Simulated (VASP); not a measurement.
A run of VASP 6.6.1 is set up as follows.

File INCAR:

```
SYSTEM = GeN
PREC     = Accurate       ! precision mode
ENCUT    = 520            ! plane-wave cutoff, eV
EDIFF    = 1E-7           ! SCF threshold, eV
ISMEAR   = 0              ! smearing method
SIGMA    = 0.1            ! smearing width, eV
LREAL    = .False.        ! projectors in reciprocal space
LASPH    = .True.         ! aspherical terms in the spheres
NELM     = 100            ! most SCF steps
ALGO     = Normal         ! electronic algorithm
ISIF     = 2              ! what is computed and relaxed
LWAVE    = .False.        ! write WAVECAR
LCHARG   = .True.         ! write CHGCAR
GGA      = PE             ! functional
LELF     = .True.         ! ELF
LVHAR    = .True.       
NBANDS   = 27             ! bands
```

KPOINTS

```
regular mesh
0
Gamma
  6 6 6
  0 0 0
```

File POSCAR:

```
GeN
1.0
    2.7622940762     -4.3551221361      0.0000000000
    2.7622940762      4.3551221361      0.0000000000
    0.0000000000      0.0000000000      3.0671043500
Ge N
2 2
Direct
    0.2154888672      0.7845111328      0.0000000000
    0.7845111328      0.2154888672      0.0000000000
    0.0766262687      0.9233737313      0.5000000000
    0.9233737313      0.0766262687      0.5000000000
```

Potentials or basis: VASP PAW PBE potentials, release 64 (Ge_d, N).

Launch:

```console
$ cat potpaw_PBE.64/Ge_d/POTCAR potpaw_PBE.64/N/POTCAR > POTCAR
$ mpirun -np 1 vasp_std > vasp.out
```

(1) Predict the band gap on the k mesh.

(2) Predict the pressure.

Answers

(1) zero (band 19 reaches 3.60 eV, above the bottom of band 20 at 2.73 eV).

(2) -0.1 GPa.
